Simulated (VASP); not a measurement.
# AlNi in VASP: notebook, part 2 of 2

VASP 6.6.1. The steps go on from the part before.

## Step 3: Single point, PBEsol (atoms moved at random and the cell strained at random)

INCAR

```
ALGO = Fast
EDIFF = 1E-7
ENCUT = 520
GGA = PS
ISIF = 2
ISMEAR = 0
LASPH = T
LCHARG = F
LREAL = F
LWAVE = F
NBANDS = 14
NELM = 60
PREC = Accurate
SIGMA = 0.1
```

KPOINTS

```
k-points
0
Gamma
  10 10 10
```

POSCAR

```
AlNi
1.0
    1.9200181183     -1.9425589801     -0.0037790393
    1.9512319427      1.9735411424      0.0255001712
    0.0173630105      0.0232309344      3.1752880394
Al Ni
1 1
Direct
   -0.0042343019      0.0203536993     -0.0081235684
    0.5000516049      0.4946897599      0.4962920952
```

Potentials or basis: VASP PAW PBE potentials, release 64 (Al, Ni).

Started as:

```console
> cat potpaw_PBE.64/Al/POTCAR potpaw_PBE.64/Ni/POTCAR > POTCAR
> mpirun -np 1 vasp_std > vasp.out
```

OUTCAR:

```text
EDIFF = 1E-7
   ENCUT = 520
   GGA = PS
   ISIF = 2
   ISMEAR = 0
   LASPH = T
   LREAL = F
   NELM = 60
   PREC = Accurate

 ion  position               nearest neighbor table
   1  0.996  0.020  0.992-   2 2.45   2 2.45   2 2.49   2 2.50   2 2.53   2 2.54   2 2.56   2 2.58

   2  0.500  0.495  0.496-   1 2.45   1 2.45   1 2.49   1 2.50   1 2.53   1 2.54   1 2.56   1 2.58

  LATTYP: Found a triclinic cell.
 ALAT       =     6.3109597888
 B/A-ratio  =     0.9663547015
 C/A-ratio  =     1.3956002506
 COS(alpha) =     0.0000535922
 COS(beta)  =     0.6296017415
 COS(gamma) =     0.7737014820

  Lattice vectors:

 A1 = (  -3.8573992471,   3.8618870258,  -3.1677299608)
 A2 = (  -5.7912681793,   1.9115768178,  -0.0179420926)
 A3 = (   1.9477197461,   5.8431793961,  -6.2957966971)

Analysis of symmetry for initial positions (statically):
=====================================================================
 Subroutine PRICEL returns:
 Original cell was already a primitive cell.

 Routine SETGRP: Setting up the symmetry group for a
 triclinic supercell.

 Subroutine GETGRP returns: Found  1 space group operations
 (whereof  1 operations were pure point group operations)
 out of a pool of  2 trial point group operations.

The static configuration has the point symmetry C_1 .

Analysis of symmetry for dynamics (positions and initial velocities):
=====================================================================
 Subroutine PRICEL returns:
 Original cell was already a primitive cell.

 Routine SETGRP: Setting up the symmetry group for a
 triclinic supercell.

 Subroutine GETGRP returns: Found  1 space group operations
 (whereof  1 operations were pure point group operations)
 out of a pool of  2 trial point group operations.

The dynamic configuration has the point symmetry C_1 .

 Subroutine INISYM returns: Found  1 space group operations
 (whereof  1 operations are pure point group operations),
 and found     1 'primitive' translations

----------------------------------------------------------------------------------------

                                     Primitive cell

  volume of cell :      24.0654

  direct lattice vectors                    reciprocal lattice vectors
     1.920018118 -1.942558980 -0.003779039     0.260372202 -0.257434856  0.000459677
     1.951231943  1.973541142  0.025500171     0.256305261  0.253337505 -0.003254980
     0.017363011  0.023230934  3.175288039    -0.001748462 -0.002340892  0.314958746

  length of vectors
     2.731303580  2.775395646  3.175420489     0.366151062  0.360392666  0.314972298

  position of ions in fractional coordinates (direct lattice)
     0.995765698  0.020353699  0.991876432
     0.500051605  0.494689760  0.496292095

  ion indices of the primitive-cell ions
   primitive index   ion index
                 1           1
                 2           2

----------------------------------------------------------------------------------------

 KPOINTS: k-points

[... 29 lines left out ...]
  0.500000  0.000000 -0.000000      1.000000
[... 16 lines left out ...]
 -0.400000  0.200000 -0.000000      2.000000
 -0.300000  0.200000 -0.000000      2.000000
 [... further k-points ...]
   k-points           NKPTS =    504   k-points in BZ     NKDIM =    504   number of bands    NBANDS=     14
   number of dos      NEDOS =    301   number of ions     NIONS =      2
   total plane-waves  NPLWV =  11520
   dimension x,y,z NGX =    20 NGY =   24 NGZ =   24
   dimension x,y,z NGXF=    40 NGYF=   48 NGZF=   48
   ions per type =               1   1
   NGX,Y,Z   is equivalent  to a cutoff of  12.17, 14.38, 12.56 a.u.
   NGXF,Y,Z  is equivalent  to a cutoff of  24.35, 28.75, 25.13 a.u.
 SYSTEM =  unknown system
   PREC   = accura    normal or accurate (medium, high low for compatibility)
   ISTART =      0    job   : 0-new  1-cont  2-samecut
   ICHARG =      2    charge: 1-file 2-atom 10-const
   ISPIN  =      1    spin polarized calculation?
   LNONCOLLINEAR =      F non collinear calculations
   LSORBIT =      F    spin-orbit coupling
   LASPH  =      T    aspherical Exc in radial PAW
   ENCUT  =  520.0 eV  38.22 Ry    6.18 a.u.   5.08  5.16  5.90*2*pi/ulx,y,z
   NELM   =     60;   NELMIN=  2; NELMDL= -5     # of ELM steps
   EDIFF  = 0.1E-06   stopping-criterion for ELM
   LREAL  =      F    real-space projection
   EDIFFG = 0.1E-05   stopping-criterion for IOM
   NSW    =      0    number of steps for IOM
   IBRION =     -1    ionic relax: 0-MD 1-quasi-New 2-CG
   NFREE  =      0    steps in history (QN), initial steepest desc. (CG)
   ISIF   =      2    stress and relaxation
   ISYM   =      2    0-nonsym 1-usesym 2-fastsym
   POTIM  = 0.5000    time-step for ionic-motion
   TEBEG  =    0.0;   TEEND  =   0.0 temperature during run
   PSTRESS=    0.0 pullay stress
   NELECT =      13.0000    total number of electrons
   NUPDOWN=      -1.0000    fix difference up-down
   EMIN   =  10.00;   EMAX   =-10.00  energy-range for DOS
   EFERMI =   0.00;   METHOD = LEGACY
   ISMEAR =     0;   SIGMA  =   0.10  broadening in eV -4-tet -1-fermi 0-gaus
   EFERMI_NEDOS =   21; number of points for ismear=-14 and -15
   IALGO  =     68    algorithm
   IMIX   =      4    mixing-type and parameters
     AMIX     =   0.40;   BMIX     =  1.00
     AMIX_MAG =   1.60;   BMIX_MAG =  1.00
  volume/ion in A,a.u.               =      12.03        81.20
  Fermi-wavevector in a.u.,A,eV,Ry     =   1.333290  2.519553 24.186576  1.777663
  Thomas-Fermi vector in A             =   2.462160
   LORBIT       =      0    0 simple, 1 ext, 2 COOP (PROOUT), +10 PAW based schemes
   GGA     = PS    functional components
   LHFCALC =     F    Hartree Fock is set to
   AEXX    =    0.0000 exact exchange contribution
   IVDW    =     0    specifies the selected vdW correction
   LEPSILON=     F    determine dielectric tensor
   LRPA    =     F    only Hartree local field effects (RPA)
 non-spin polarized calculation
 RMM-DIIS sequential band-by-band and
 Gauss-broadening in eV      SIGMA  =   0.10
  energy-cutoff  :      520.00
  volume of cell :       24.07
 maximum number of plane-waves:       662
   NGX = 11   NGY = 11   NGZ = 11

 number of electron      13.0000002 magnetization

 Free energy of the ion-electron system (eV)
  ---------------------------------------------------
  ext. energy  EPLUGINS =         0.00000000
  ---------------------------------------------------
  free energy    TOTEN  =       -11.50126404 eV

  energy without entropy =      -11.49529709  energy(sigma->0) =      -11.49828057

 E-fermi :   9.8117     XC(G=0): -12.1343

 val. band max:        9.8111863340   @ k =   0.4000   0.1000   0.2000
 cond. band min:       9.8150822863   @ k =   0.5000  -0.4000   0.3000
 fundamental gap:      0.0038959523
 Fermi energy:         9.8116511245

 k-point     1 :       0.0000    0.0000    0.0000
  band No.  band energies     occupation
      1      -1.2886      2.00000
      2       6.4713      2.00000
      3       6.6443      2.00000
      4       8.1767      2.00000
      5       8.2280      2.00000
      6       8.5491      2.00000
      7      12.2375      0.00000
      8      16.5228      0.00000
      9      16.8171      0.00000
     10      17.3692      0.00000
     11      18.4972      0.00000
     12      24.1810      0.00000
     13      29.5380      0.00000
     14      30.0799      0.00000
[... 377 lines left out ...]
      1       1.2207      2.00000
      2       6.4870      2.00000
      3       7.0402      2.00000
      4       7.4498      2.00000
      5       7.8228      2.00000
      6       7.9033      2.00000
      7      10.9653      0.00000
      8      14.3910      0.00000
      9      15.5607      0.00000
     10      18.0910      0.00000
     11      21.4094      0.00000
     12      23.0042      0.00000
     13      24.9980      0.00000
     14      25.9978      0.00000

 [... further k-points ...]

------------------------ aborting loop because EDIFF is reached ----------------------------------------

  FORCE on cell =-STRESS in cart. coord.  units (eV):
  Direction    XX          YY          ZZ          XY          YZ          ZX
  --------------------------------------------------------------------------------------
  -------------------------------------------------------------------------------------
  Total        0.0598008     -0.1998187     -1.1841344     -0.1441777     -0.2654478     -0.2111520
  in kB        3.9812921    -13.3031076    -78.8347928     -9.5987596    -17.6724215    -14.0576309
  external PRESSURE =     -29.3855361 kB  Pullay stress =       0.0000000 kB

 VOLUME and BASIS-vectors are now :
 -----------------------------------------------------------------------------
  energy-cutoff  :      520.00
  volume of cell :       24.07
      direct lattice vectors                 reciprocal lattice vectors
     1.920018118 -1.942558980 -0.003779039     0.260372202 -0.257434856  0.000459677
     1.951231943  1.973541142  0.025500171     0.256305261  0.253337505 -0.003254980
     0.017363011  0.023230934  3.175288039    -0.001748462 -0.002340892  0.314958746

 POSITION                                       TOTAL-FORCE (eV/Angst)
 -----------------------------------------------------------------------------------
      1.96882     -1.87112      3.14625        -0.226805     -0.293467      0.116816
      1.93398      0.01644      1.58660         0.226805      0.293467     -0.116816
 -----------------------------------------------------------------------------------
    total drift:                               -0.000001     -0.000066     -0.000306

  FREE ENERGIE OF THE ION-ELECTRON SYSTEM (eV)
  ---------------------------------------------------
  free  energy   TOTEN  =       -11.5012640411 eV

  energy  without entropy=      -11.4952970915  energy(sigma->0) =      -11.49828057
```

OSZICAR:

```text
N       E                     dE             d eps       ncg     rms          rms(c)
DAV:   1     0.396124138786E+02    0.39612E+02   -0.53708E+03 14272   0.969E+02
DAV:   2    -0.114415946166E+02   -0.51054E+02   -0.46176E+02 15168   0.180E+02
DAV:   3    -0.131880816672E+02   -0.17465E+01   -0.17298E+01 17844   0.368E+01
DAV:   4    -0.132109864608E+02   -0.22905E-01   -0.22898E-01 16650   0.385E+00
DAV:   5    -0.132116514642E+02   -0.66500E-03   -0.66499E-03 18092   0.711E-01    0.131E+01
RMM:   6    -0.158228004645E+02   -0.26111E+01   -0.17461E+01 17284   0.523E+01    0.189E+01
RMM:   7    -0.115329279566E+02    0.42899E+01   -0.48028E+00 15835   0.266E+01    0.118E+00
RMM:   8    -0.115133885138E+02    0.19539E-01   -0.13682E-01 14981   0.376E+00    0.817E-01
RMM:   9    -0.115050148170E+02    0.83737E-02   -0.33522E-02 15806   0.109E+00    0.562E-01
RMM:  10    -0.115013797733E+02    0.36350E-02   -0.82232E-03 17194   0.113E+00    0.172E-01
RMM:  11    -0.115014561976E+02   -0.76424E-04   -0.11599E-03 19056   0.411E-01    0.144E-01
RMM:  12    -0.115012541583E+02    0.20204E-03   -0.38625E-04 19076   0.219E-01    0.347E-02
RMM:  13    -0.115012648591E+02   -0.10701E-04   -0.92680E-05 19401   0.669E-02    0.174E-02
RMM:  14    -0.115012633453E+02    0.15138E-05   -0.16598E-05 19315   0.372E-02    0.646E-03
RMM:  15    -0.115012643069E+02   -0.96161E-06   -0.81596E-06 21322   0.199E-02    0.534E-03
RMM:  16    -0.115012640650E+02    0.24195E-06   -0.70203E-07 16618   0.871E-03    0.124E-03
RMM:  17    -0.115012640411E+02    0.23843E-07   -0.23387E-07 10830   0.309E-03
   1 F= -.11501264E+02 E0= -.11498281E+02  d E =-.596695E-02
```

stdout:

```text
POSCAR found type information on POSCAR AlNi
 POSCAR found :  2 types and       2 ions
 scaLAPACK will be used
 -----------------------------------------------------------------------------
|                                                                             |
|                                                                             |
|     You enforced a specific xc type in the INCAR file but a different       |
|     I HOPE YOU KNOW WHAT YOU ARE DOING!                                     |
|                                                                             |
 -----------------------------------------------------------------------------

 LDA part: xc-table for (Slater+PW92), standard interpolation
 POSCAR, INCAR and KPOINTS ok, starting setup
 FFT: planning ... GRIDC
 FFT: planning ... GRID_SOFT
 FFT: planning ... GRID
 WAVECAR not read
 entering main loop
WARNING in EDDRMM: call to ZHEGV failed, returncode =   8  4     14
WARNING in EDDRMM: call to ZHEGV failed, returncode =   8  4     12
WARNING in EDDRMM: call to ZHEGV failed, returncode =   8  4     13
WARNING in EDDRMM: call to ZHEGV failed, returncode =   6  3     13
WARNING in EDDRMM: call to ZHEGV failed, returncode =   8  4     14
WARNING in EDDRMM: call to ZHEGV failed, returncode =   8  4     14
WARNING in EDDRMM: call to ZHEGV failed, returncode =   8  4     14
```

It took 66 s on 1 thread of Intel Xeon 6975P-C (Granite Rapids), shared host; peak memory 0.28 GiB.

Results:

| Quantity | Value |
| --- | --- |
| Free energy | -11.5013 eV |
| Pressure | -2.9 GPa |
| Largest force | 0.389 eV/Å |
| Band gap on the k mesh | zero (an odd number of electrons rules out a gap without spin polarisation) |

Forces on the atoms (eV/Å):
```
Al  -0.227 -0.293  0.117
Ni   0.227  0.293 -0.117
```

Caveat: the cell differs from its parent crystal (atoms moved at random and the cell strained at random); the stress differs along the axes, from -8 to 0 GPa; the PAW data sets were made with another functional, which shifts forces and pressure a little. Spin polarisation is off, so any magnetic state and its effect on volume and gap are missing.
